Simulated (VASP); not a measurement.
# WSe2 in VASP: further runs

WSe2 is run at these levels: PBEsol; tasks: single point.

Program: VASP 6.6.1. These are calculated values, not measurements. Logs are shortened: lines on timing, memory, paths and dates and some standing lists are left out, and cuts for length are marked.

**1. The cell of the first run**

Symmetry: P3m1, No. 156, trigonal system. The conventional cell has a = 3.320 Å, b = 3.320 Å, c = 13.737 Å, α = 90.00°, β = 90.00°, γ = 120.00°. Within 3.3 Å of W (site symmetry 3m) lie 6 Se at 2.47 to 2.60 Å. Within 3.3 Å of W (site symmetry 3m) lie 6 Se at 2.54 Å. Se (site symmetry 3m) has 3 W at 2.47 Å within 3.3 Å. Se (site symmetry 3m) has 3 W at 2.54 Å within 3.3 Å. Se (site symmetry 3m) has 3 W at 2.60 Å and 7 Se at 3.32 Å within 3.4 Å. Se (site symmetry 3m) has 3 W at 2.54 Å within 3.3 Å.

**2. Single point, PBEsol**

INCAR

```
SYSTEM = WSe2
ALGO = Normal
EDIFF = 1E-6
ENCUT = 520
GGA = PS
ISIF = 2
ISMEAR = 0
LASPH = .True.
LCHARG = .False.
LREAL = .False.
LWAVE = .False.
NBANDS = 35
NELM = 60
PREC = Accurate
SIGMA = 0.05
```

KPOINTS

```
k-points
0
Gamma
  9 9 2
  0 0 0
```

POSCAR

```
WSe2
1.0
    3.3199329218      0.0000000000      0.0000000000
   -1.6599664609      2.8751462491      0.0000000000
    0.0000000000      0.0000000000     13.7371873000
W Se
2 4
Direct
    0.6666666700      0.3333333300      0.7572795106
    0.3333333300      0.6666666700      0.2500000000
    0.3333333300      0.6666666700      0.8710007900
    0.6666666700      0.3333333300      0.3710007900
    0.3333333300      0.6666666700      0.6289992100
    0.6666666700      0.3333333300      0.1289992100
```

Potentials or basis: VASP PAW PBE potentials, release 64 (W_sv, Se).

Command:

```
$ cat potpaw_PBE.64/W_sv/POTCAR potpaw_PBE.64/Se/POTCAR > POTCAR
$ mpirun -np 1 vasp_std > vasp.out
```

OUTCAR:

```text
SYSTEM = WSe2
   EDIFF = 1E-6
   ENCUT = 520
   GGA = PS
   ISIF = 2
   ISMEAR = 0
   LASPH = .True.
   LREAL = .False.
   NELM = 60
   PREC = Accurate

 ion  position               nearest neighbor table
   1  0.667  0.333  0.757-   3 2.47   3 2.47   3 2.47   5 2.60   5 2.60   5 2.60
   2  0.333  0.667  0.250-   4 2.54   6 2.54   4 2.54   6 2.54   4 2.54   6 2.54
   3  0.333  0.667  0.871-   1 2.47   1 2.47   1 2.47
   4  0.667  0.333  0.371-   2 2.54   2 2.54   2 2.54
   5  0.333  0.667  0.629-   1 2.60   1 2.60   1 2.60
   6  0.667  0.333  0.129-   2 2.54   2 2.54   2 2.54

  LATTYP: Found a hexagonal cell.
 ALAT       =     3.3199329218
 C/A-ratio  =     4.1377906191

  Lattice vectors:

 A1 = (   3.3199329218,   0.0000000000,   0.0000000000)
 A2 = (  -1.6599664609,   2.8751462491,   0.0000000000)
 A3 = (   0.0000000000,   0.0000000000,  13.7371873000)

Analysis of symmetry for initial positions (statically):
=====================================================================
 Subroutine PRICEL returns:
 Original cell was already a primitive cell.

 Routine SETGRP: Setting up the symmetry group for a
 hexagonal supercell.

 Subroutine GETGRP returns: Found  6 space group operations
 (whereof  6 operations were pure point group operations)
 out of a pool of 24 trial point group operations.

The static configuration has the point symmetry C_3v.

Analysis of symmetry for dynamics (positions and initial velocities):
=====================================================================
 Subroutine PRICEL returns:
 Original cell was already a primitive cell.

 Routine SETGRP: Setting up the symmetry group for a
 hexagonal supercell.

 Subroutine GETGRP returns: Found  6 space group operations
 (whereof  6 operations were pure point group operations)
 out of a pool of 24 trial point group operations.

The dynamic configuration has the point symmetry C_3v.

 Subroutine INISYM returns: Found  6 space group operations
 (whereof  6 operations are pure point group operations),
 and found     1 'primitive' translations

----------------------------------------------------------------------------------------

                                     Primitive cell

  volume of cell :     131.1255

  direct lattice vectors                    reciprocal lattice vectors
     3.319932922  0.000000000  0.000000000     0.301210905  0.173904197  0.000000000
    -1.659966461  2.875146249  0.000000000     0.000000000  0.347808394  0.000000000
     0.000000000  0.000000000 13.737187300     0.000000000  0.000000000  0.072795106

  length of vectors
     3.319932922  3.319932922 13.737187300     0.347808394  0.347808394  0.072795106

  position of ions in fractional coordinates (direct lattice)
     0.666666670  0.333333330  0.757279511
     0.333333330  0.666666670  0.250000000
     0.333333330  0.666666670  0.871000790
     0.666666670  0.333333330  0.371000790
     0.333333330  0.666666670  0.628999210
     0.666666670  0.333333330  0.128999210

  ion indices of the primitive-cell ions
   primitive index   ion index
                 1           1
                 2           2
                 3           3
                 4           4
                 5           5
                 6           6

----------------------------------------------------------------------------------------

 KPOINTS: k-points

Automatic generation of k-mesh.
 Grid dimensions read from file:
 generate k-points for:    9    9    2

 Generating k-lattice:

  Cartesian coordinates                     Fractional coordinates (reciprocal lattice)
     0.033467878  0.019322689  0.000000000     0.111111111  0.000000000  0.000000000
     0.000000000  0.038645377  0.000000000     0.000000000  0.111111111  0.000000000
     0.000000000  0.000000000  0.036397553     0.000000000  0.000000000  0.500000000

  Length of vectors
     0.038645377  0.038645377  0.036397553

  Shift w.r.t. Gamma in fractional coordinates (k-lattice)
     0.000000000  0.000000000  0.000000000

 Subroutine IBZKPT returns following result:
 ===========================================

 Found     24 irreducible k-points:

 Following reciprocal coordinates:
            Coordinates               Weight
  0.000000  0.000000  0.000000      1.000000
  0.111111  0.000000  0.000000      6.000000
  0.222222  0.000000  0.000000      6.000000
  0.333333  0.000000  0.000000      6.000000
  0.444444  0.000000  0.000000      6.000000
  0.111111  0.111111  0.000000      6.000000
[... 16 lines left out ...]
  0.333333  0.222222  0.500000     12.000000
  0.333333  0.333333  0.500000      2.000000
   k-points           NKPTS =     24   k-points in BZ     NKDIM =     24   number of bands    NBANDS=     35
   number of dos      NEDOS =    301   number of ions     NIONS =      6
   total plane-waves  NPLWV =  84672
   dimension x,y,z NGX =    28 NGY =   28 NGZ =  108
   dimension x,y,z NGXF=    56 NGYF=   56 NGZF=  216
   ions per type =               2   4
   NGX,Y,Z   is equivalent  to a cutoff of  14.02, 14.02, 13.07 a.u.
   NGXF,Y,Z  is equivalent  to a cutoff of  28.04, 28.04, 26.14 a.u.
 SYSTEM =  WSe2
   PREC   = accura    normal or accurate (medium, high low for compatibility)
   ISTART =      0    job   : 0-new  1-cont  2-samecut
   ICHARG =      2    charge: 1-file 2-atom 10-const
   ISPIN  =      1    spin polarized calculation?
   LNONCOLLINEAR =      F non collinear calculations
   LSORBIT =      F    spin-orbit coupling
   LASPH  =      T    aspherical Exc in radial PAW
   ENCUT  =  520.0 eV  38.22 Ry    6.18 a.u.   6.17  6.17 25.54*2*pi/ulx,y,z
   NELM   =     60;   NELMIN=  2; NELMDL= -5     # of ELM steps
   EDIFF  = 0.1E-05   stopping-criterion for ELM
   LREAL  =      F    real-space projection
   EDIFFG = 0.1E-04   stopping-criterion for IOM
   NSW    =      0    number of steps for IOM
   IBRION =     -1    ionic relax: 0-MD 1-quasi-New 2-CG
   NFREE  =      0    steps in history (QN), initial steepest desc. (CG)
   ISIF   =      2    stress and relaxation
   ISYM   =      2    0-nonsym 1-usesym 2-fastsym
   POTIM  = 0.5000    time-step for ionic-motion
   TEBEG  =    0.0;   TEEND  =   0.0 temperature during run
   PSTRESS=    0.0 pullay stress
   NELECT =      52.0000    total number of electrons
   NUPDOWN=      -1.0000    fix difference up-down
   EMIN   =  10.00;   EMAX   =-10.00  energy-range for DOS
   EFERMI =   0.00;   METHOD = LEGACY
   ISMEAR =     0;   SIGMA  =   0.05  broadening in eV -4-tet -1-fermi 0-gaus
   EFERMI_NEDOS =   21; number of points for ismear=-14 and -15
   IALGO  =     38    algorithm
   IMIX   =      4    mixing-type and parameters
     AMIX     =   0.40;   BMIX     =  1.00
     AMIX_MAG =   1.60;   BMIX_MAG =  1.00
  volume/ion in A,a.u.               =      21.85       147.48
  Fermi-wavevector in a.u.,A,eV,Ry     =   1.202764  2.272894 19.682734  1.446640
  Thomas-Fermi vector in A             =   2.338536
   LORBIT       =      0    0 simple, 1 ext, 2 COOP (PROOUT), +10 PAW based schemes
   GGA     = PS    functional components
   LHFCALC =     F    Hartree Fock is set to
   AEXX    =    0.0000 exact exchange contribution
   IVDW    =     0    specifies the selected vdW correction
   LEPSILON=     F    determine dielectric tensor
   LRPA    =     F    only Hartree local field effects (RPA)
 non-spin polarized calculation
 Gauss-broadening in eV      SIGMA  =   0.05
  energy-cutoff  :      520.00
  volume of cell :      131.13
 maximum number of plane-waves:      3555
 NGX is ok and might be reduce to    28
   NGX = 13   NGY = 13   NGZ = 51

 number of electron      52.0000000 magnetization

 Free energy of the ion-electron system (eV)
  ---------------------------------------------------
  ext. energy  EPLUGINS =         0.00000000
  ---------------------------------------------------
  free energy    TOTEN  =       -46.36291131 eV

  energy without entropy =      -46.36291131  energy(sigma->0) =      -46.36291131

 E-fermi :   5.5955     XC(G=0): -10.4096

 val. band max:        5.2851199445   @ k =   0.0000   0.0000   0.0000
 cond. band min:       6.4269946706   @ k =   0.2222   0.1111   0.0000
 fundamental gap:      1.1418747262
 Fermi energy:         5.5955333192

 k-point     1 :       0.0000    0.0000    0.0000
  band No.  band energies     occupation
      1     -69.0014      2.00000
      2     -68.9963      2.00000
      3     -33.2351      2.00000
      4     -33.2246      2.00000
      5     -33.1316      2.00000
      6     -33.1316      2.00000
[... 27 lines left out ...]
     34       8.3796      0.00000
     35       9.4440      0.00000

 k-point     2 :       0.1111    0.0000    0.0000
  band No.  band energies     occupation
      1     -69.0003      2.00000
      2     -68.9952      2.00000
      3     -33.2303      2.00000
      4     -33.2198      2.00000
      5     -33.1570      2.00000
      6     -33.1458      2.00000
[... 27 lines left out ...]
     34       8.4541      0.00000
     35      10.3927      0.00000

 k-point     3 :       0.2222    0.0000    0.0000
  band No.  band energies     occupation
      1     -68.9976      2.00000
      2     -68.9925      2.00000
      3     -33.2236      2.00000
      4     -33.2153      2.00000
      5     -33.2092      2.00000
      6     -33.2076      2.00000
[... 27 lines left out ...]
     34       8.9361      0.00000
     35      11.2723      0.00000

 k-point     4 :       0.3333    0.0000    0.0000
  band No.  band energies     occupation
      1     -68.9945      2.00000
      2     -68.9895      2.00000
      3     -33.2929      2.00000
      4     -33.2802      2.00000
      5     -33.2038      2.00000
      6     -33.1938      2.00000
[... 27 lines left out ...]
     34       9.3666      0.00000
     35      10.6758      0.00000

 k-point     5 :       0.4444    0.0000    0.0000
  band No.  band energies     occupation
      1     -68.9925      2.00000
      2     -68.9875      2.00000
      3     -33.3391      2.00000
      4     -33.3261      2.00000
      5     -33.1947      2.00000
      6     -33.1847      2.00000
[... 638 lines left out ...]
 k-point    22 :       0.2222    0.2222    0.5000
  band No.  band energies     occupation
      1     -68.9932      2.00000
      2     -68.9881      2.00000
      3     -33.2971      2.00000
      4     -33.2845      2.00000
      5     -33.2048      2.00000
      6     -33.1976      2.00000
[... 27 lines left out ...]
     34       9.4969      0.00000
     35      11.5463      0.00000

 k-point    23 :       0.3333    0.2222    0.5000
  band No.  band energies     occupation
      1     -68.9916      2.00000
      2     -68.9866      2.00000
      3     -33.3139      2.00000
      4     -33.3011      2.00000
      5     -33.2322      2.00000
      6     -33.2204      2.00000
[... 27 lines left out ...]
     34       9.5418      0.00000
     35      10.6860      0.00000

 k-point    24 :       0.3333    0.3333    0.5000
  band No.  band energies     occupation
      1     -68.9911      2.00000
      2     -68.9861      2.00000
      3     -33.2929      2.00000
      4     -33.2800      2.00000
      5     -33.2686      2.00000
      6     -33.2569      2.00000
[... 27 lines left out ...]
     34       9.7391      0.00000
     35      11.1419      0.00000

------------------------ aborting loop because EDIFF is reached ----------------------------------------

  FORCE on cell =-STRESS in cart. coord.  units (eV):
  Direction    XX          YY          ZZ          XY          YZ          ZX
  --------------------------------------------------------------------------------------
  -------------------------------------------------------------------------------------
  Total       -2.2723606     -2.2723606     -0.5050506      0.0000000     -0.0000000      0.0000000
  in kB      -27.7651967    -27.7651967     -6.1710403      0.0000000     -0.0000000      0.0000000
  external PRESSURE =     -20.5671445 kB  Pullay stress =       0.0000000 kB

 VOLUME and BASIS-vectors are now :
 -----------------------------------------------------------------------------
  energy-cutoff  :      520.00
  volume of cell :      131.13
      direct lattice vectors                 reciprocal lattice vectors
     3.319932922  0.000000000  0.000000000     0.301210905  0.173904197  0.000000000
    -1.659966461  2.875146249  0.000000000     0.000000000  0.347808394  0.000000000
     0.000000000  0.000000000 13.737187300     0.000000000  0.000000000  0.072795106

 POSITION                                       TOTAL-FORCE (eV/Angst)
 -----------------------------------------------------------------------------------
      1.65997      0.95838     10.40289         0.000000     -0.000000     -2.822602
     -0.00000      1.91676      3.43430        -0.000000     -0.000000      0.013390
     -0.00000      1.91676     11.96510        -0.000000      0.000000      1.531545
      1.65997      0.95838      5.09651         0.000000     -0.000000     -0.037878
     -0.00000      1.91676      8.64068        -0.000000     -0.000000      1.282806
      1.65997      0.95838      1.77209         0.000000      0.000000      0.032739
 -----------------------------------------------------------------------------------
    total drift:                               -0.000000      0.000000      0.000346

  FREE ENERGIE OF THE ION-ELECTRON SYSTEM (eV)
  ---------------------------------------------------
  free  energy   TOTEN  =       -46.3629113080 eV

  energy  without entropy=      -46.3629113080  energy(sigma->0) =      -46.36291131
```

Wall time 3.8 min (1 thread of AMD EPYC 7R43 (Zen 3), shared host); peak memory 0.27 GiB.

What came out:

```
Free energy            : -46.3629 eV
Pressure               : -2.1 GPa
Largest force          : 2.823 eV/Å
Band gap on the k mesh : 1.14 eV, indirect (least direct gap 1.42 eV)
```

Forces in eV/Å, atoms in the order of the input:
```
W    0.000  0.000 -2.823
W    0.000  0.000  0.013
Se   0.000  0.000  1.532
Se   0.000  0.000 -0.038
Se   0.000  0.000  1.283
Se   0.000  0.000  0.033
```

Caveat: the PAW data sets were made with another functional, which shifts forces and pressure a little; spin-orbit coupling is left out, which moves the levels of the heavy elements; this functional lacks dispersion, which binds the layers, so the pressure and a relaxed spacing across them are unreliable. A k mesh can miss the band edges.

**3. Single point, PBEsol**

This run uses another cell than the first one, of 22.51 Å³/atom, 1.030 times its volume.

INCAR

```
SYSTEM = WSe2
ALGO = Normal ; EDIFF = 1E-6
ENCUT = 520 ; GGA = PS
ISIF = 2 ; ISMEAR = 0
LASPH = .True. ; LCHARG = .False.
LREAL = .False. ; LWAVE = .False.
NBANDS = 35 ; NELM = 100
PREC = Accurate ; SIGMA = 0.05
```

KPOINTS is that of step 2.

POSCAR

```
WSe2
1.0
    3.3528056827      0.0000000000      0.0000000000
   -1.6764028413      2.9036148951      0.0000000000
    0.0000000000      0.0000000000     13.8732079015
W Se
2 4
Direct
    0.6666666700      0.3333333300      0.7500000000
    0.3333333300      0.6666666700      0.2500000000
    0.3333333300      0.6666666700      0.8710007900
    0.6666666700      0.3333333300      0.3710007900
    0.3333333300      0.6666666700      0.6289992100
    0.6666666700      0.3333333300      0.1289992100
```

Potentials or basis: VASP PAW PBE potentials, release 64 (W_sv, Se).

Command:

```
$ cat potpaw_PBE.64/W_sv/POTCAR potpaw_PBE.64/Se/POTCAR > POTCAR
$ mpirun -np 1 vasp_std > vasp.out
```

Wall time 4.4 min (1 thread of AMD EPYC 7R43 (Zen 3), shared host); peak memory 0.28 GiB.

It converged, with:

* Free energy: -46.4023 eV
* Pressure: -5.8 GPa
* Largest force: 0.510 eV/Å
* Band gap on the k mesh: 1.27 eV, indirect (least direct gap 1.39 eV)

Forces in eV/Å, atoms in the order of the input:
```
W    0.000  0.000  0.000
W    0.000  0.000  0.000
Se   0.000  0.000 -0.510
Se   0.000  0.000 -0.510
Se   0.000  0.000  0.510
Se   0.000  0.000  0.510
```

Stress tensor (GPa, compression positive):
```
-6.39  0.00  0.00
 0.00 -6.39  0.00
 0.00  0.00 -4.73
```

Levels at points of the mesh, in eV from the valence-band top:
| k point | band 23 | band 24 | band 25 | band 26 | band 27 | band 28 | band 29 | band 30 |
| --- | --- | --- | --- | --- | --- | --- | --- | --- |
| (0.00, 0.00, 0.00) | -1.42 | -1.32 | -0.76 | 0.00 | 2.63 | 2.63 | 2.65 | 2.65 |
| (0.00, 0.00, 0.50) | -1.44 | -1.44 | -0.21 | -0.21 | 2.63 | 2.63 | 2.63 | 2.63 |

Caveat: the PAW data sets were made with another functional, which shifts forces and pressure a little; spin-orbit coupling is left out, which moves the levels of the heavy elements; this functional lacks dispersion, which binds the layers, so the pressure and a relaxed spacing across them are unreliable.
